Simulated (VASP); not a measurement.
AlP (sol): single point with PBEsol

The system is AlP (sol).

```
Al P
1.0
     0.00000    2.73516    2.73516
     2.73516    0.00000    2.73516
     2.73516    2.73516    0.00000
Al P
1 1
Direct
  0.00000 0.00000 0.00000
  0.25000 0.25000 0.25000
```

* Program: VASP 6.6.1
* Task: single point
* Functional: PBEsol
* Potentials or basis: VASP PAW PBE potentials, release 64 (Al, P)
* Cutoff: 500 eV
* k mesh: 8 × 8 × 8
* Occupations: gaussian, width 0.02 eV
* Spin: no spin polarisation

```json
{
 "Pressure": "0.0 GPa",
 "Band gap on the k mesh": "1.45 eV, indirect (least direct gap 3.16 eV)"
}
```

Levels at points of the mesh, in eV from the valence-band top:
```csv
k point,band 1,band 2,band 3,band 4,band 5,band 6,band 7,band 8
"(0.00, 0.00, 0.00)",-11.50,0.00,0.00,0.00,3.16,4.50,4.50,4.50
"(0.50, 0.00, 0.00)",-9.81,-5.56,-0.76,-0.76,2.71,4.75,4.75,8.06
"(0.50, 0.50, 0.00)",-9.15,-5.32,-2.11,-2.11,1.45,2.37,10.94,10.94
```

It took 6.4 s on 1 thread of AMD EPYC 9R45 96-Core Processor (Zen 5), on a shared host, peak memory 0.12 GiB.

Caveat: the PAW data sets were made with another functional, which shifts forces and pressure a little. A k mesh can miss the band edges.
